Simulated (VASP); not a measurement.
Sr: single point with r2SCAN

Sr:

```
CELL_PARAMETERS angstrom
4.31000 0.00000 0.00000
-2.15500 3.73257 0.00000
0.00000 0.00000 7.05000
ATOMIC_POSITIONS crystal
Sr 0.33333 0.66667 0.25000
Sr 0.66667 0.33333 0.75000
```

| Item | Value |
| --- | --- |
| Program | VASP 6.6.1 |
| Task | single point |
| Functional | r2SCAN |
| Potentials or basis | VASP PAW PBE potentials, release 64 (Sr_sv) |
| Cutoff | 520 eV |
| k mesh | 6 × 6 × 4 |
| Occupations | fermi-dirac, width 0.15 eV |
| Spin | no spin polarisation |
| Dipole correction | no |
| Further INCAR settings | ALGO = Normal; EDIFF = 1e-06; NBANDS = 17 |

```yaml
Pressure: 0.1 GPa
Band_gap_on_the_k_mesh: zero (band 10 reaches 1.63 eV, above the bottom of band 11 at 1.34 eV)
```

Stress tensor (GPa, compression positive):
```
0.08 0.00 0.00
0.00 0.08 0.00
0.00 0.00 0.20
```

Levels at points of the mesh, in eV from the Fermi level:
```csv
k point,band 6,band 7,band 8,band 9,band 10,band 11,band 12,band 13,band 14,band 15
"(0.00, 0.00, 0.00)",-19.31,-19.31,-19.30,-3.77,-1.04,-0.06,2.63,2.63,2.65,3.07
"(0.50, 0.00, 0.00)",-19.37,-19.34,-19.33,-1.06,-0.59,0.18,0.38,1.44,2.07,2.52
"(0.00, 0.00, 0.50)",-19.32,-19.32,-19.32,-2.80,-2.80,1.48,1.48,2.63,2.63,2.63
"(0.50, 0.00, 0.50)",-19.35,-19.35,-19.35,-0.71,-0.71,0.20,0.20,1.55,1.55,3.31
```

Run time: 58 s on 1 thread of Intel(R) Xeon(R) 6975P-C (Granite Rapids), with other jobs on the host, peak memory 0.24 GiB.

Caveat: the PAW data sets were made with another functional, which shifts forces and pressure a little.
